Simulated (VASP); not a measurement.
A run of VASP 6.6.1 is set up as follows.

File INCAR:

```
SYSTEM = Se
PREC = Accurate ; ENCUT = 520
EDIFF = 1E-6 ; ISMEAR = -1
SIGMA = 0.1 ; LREAL = .False.
LASPH = .True. ; NELM = 100
ALGO = Normal ; ISIF = 2
LWAVE = .False. ; LCHARG = .False.
GGA = RE ; NBANDS = 9
```

Contents of KPOINTS:

```
regular mesh
0
Gamma
  12 12 12
  0 0 0
```

POSCAR

```
Se
1.0
    2.8098981468      0.0000000000      0.0000000000
    0.0000000000      2.8098981468      0.0000000000
    0.0000000000      0.0000000000      2.8098981468
Se
1
Direct
    0.0000000000      0.0000000000      0.0000000000
```

Potentials or basis: VASP PAW PBE potentials, release 64 (Se).

The run is started by

```bash
$ cat potpaw_PBE.64/Se/POTCAR > POTCAR
$ mpirun -np 1 vasp_std > vasp.out
```

**Question.** What does it give for the band gap on the k mesh?

**Answer.** Zero (band 3 reaches 7.87 eV, above the bottom of band 4 at 1.59 eV).

**Question.** Predict the pressure.

**Answer.** 3.1 GPa.

Caveat: the PAW data sets were made with another functional, which shifts forces and pressure a little.
